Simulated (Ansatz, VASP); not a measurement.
Two plane-wave programs on Co

INCAR

```
SYSTEM = Co
PREC = Accurate
ENCUT = 520
EDIFF = 1E-7
ISMEAR = -1
SIGMA = 0.1
LREAL = .False.
LASPH = .True.
NELM = 80
ALGO = Normal
ISIF = 2
LWAVE = .False.
LCHARG = .False.
GGA = RE
NBANDS = 20
```

KPOINTS

```
regular mesh
0
Gamma
  10 10 15
  0 0 0
```

Contents of POSCAR:

```
Co
1.0
    4.0833311587      0.0000000000      0.0000000000
   -2.0416655794      3.5362685155      0.0000000000
    0.0000000000      0.0000000000      2.5037562686
Co
3
Direct
    0.0000000000      0.0000000000      0.0000000000
    0.3333333333      0.6666666667      0.5000000000
    0.6666666667      0.3333333333      0.5000000000
```

Input for Ansatz:

```yaml
crystal:
  lattice:
    - [4.0833311587, 0.0, 0.0]
    - [-2.0416655794, 3.5362685155, 0.0]
    - [0.0, 0.0, 2.5037562686]
  atoms:
    - { symbol: Co, position: [0.0, 0.0, 0.0] }
    - { symbol: Co, position: [0.3333333333, 0.6666666667, 0.5] }
    - { symbol: Co, position: [0.6666666667, 0.3333333333, 0.5] }
hamiltonian:
  xc: revpbe
  pseudopotentials:
    kind: paw
    azcp:
      Co: "pseudopotentials/Co.paw.azcp"
basis:
  ecutwfc: 420
  fft_grid_basis: typed
kpoints:
  mp_grid: { grid: [10, 10, 15], shift: [0, 0, 0] }
magnetization:
  spin_polarized: false
scf:
  occupations: { method: fermi_dirac, width: 0.1 }
  lower_state_search: "off"
output:
  stress: true
  write_density: true
  write_potential: true
  elf: true
  volumetric_format: npy
```

Alike in both runs: task single point; functional revPBE; k mesh 10 × 10 × 15; occupations fermi-dirac, width 0.1 eV; no spin polarisation.

```csv
,VASP,Ansatz
version,VASP 6.6.1,Ansatz 0.2.0
potentials or method,"VASP PAW PBE potentials, release 64 (Co), cutoff 520 eV","plane waves (420 eV) with PAW, scalar-relativistic"
valence electrons in the cell,27,51
```

Ansatz gave:

| Property | Result |
| --- | --- |
| pressure (GPa) | -19.4 |
| traceless stress, the component that is largest in VASP (GPa) | 1.02 |

Question: Estimate VASP's values.

Answer: Pressure (GPa): -19.4; traceless stress, the component that is largest in VASP (GPa): 0.91.

VASP's potentials were made for PBE, not for revPBE. VASP's potentials hold 27 valence electrons a cell and Ansatz's 51, so a difference there can come from the potentials and not from the codes.
